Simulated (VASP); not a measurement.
Crystal: CaOs3.

```
Ca Os
1.0
    -1.97124    1.97124    4.40329
     1.97124   -1.97124    4.40329
     1.97124    1.97124   -4.40329
Ca Os
1 3
Direct
  0.00000 0.00000 0.00000
  0.50000 0.50000 0.00000
  0.25000 0.75000 0.50000
  0.75000 0.25000 0.50000
```

```yaml
Program: VASP 6.6.1
Task: relaxation of cell and atoms
Functional: PBE
Potentials_or_basis: VASP PAW PBE potentials, release 64 (Ca_sv, Os)
Cutoff: 600 eV
k_mesh: 6 × 6 × 6
Occupations: gaussian, width 0.1 eV
Spin: no spin polarisation
```

At the start: pressure -8.2 GPa; volume 17.11 Å³/atom.

Q: How do energy, volume and symmetry change on relaxing?

A: Over 8 steps the energy falls by 75.3 meV/atom and the volume is 16.22 Å³/atom (-5.2 %); space group I4/mmm (No. 139, to 0.1 Å) before and after.

The path:
```tsv
step	energy change (eV)	largest force (eV/Å)	pressure (GPa)	volume (Å³)
1	0.0000	0.0000	-8.23	68.44
2	0.1147	0.0000	20.54	60.05
3	-0.1294	0.0000	1.95	64.72
4	-0.2220	0.0000	1.09	64.79
5	-0.3006	0.0000	0.81	64.64
6	-0.3006	0.0000	0.85	64.62
7	-0.2959	0.0000	-2.30	65.62
8	-0.3013	0.0000	0.00	64.88
```

Final structure:
```xyz
4
Lattice="-2.0465 2.0465 3.8730 2.0465 -2.0465 3.8730 2.0465 2.0465 -3.8730" Properties=species:S:1:pos:R:3 pbc="T T T"
Ca    0.0000    0.0000    0.0000
Os    0.0000    0.0000    3.8730
Os    2.0465    0.0000    1.9365
Os    0.0000    2.0465    1.9365
```
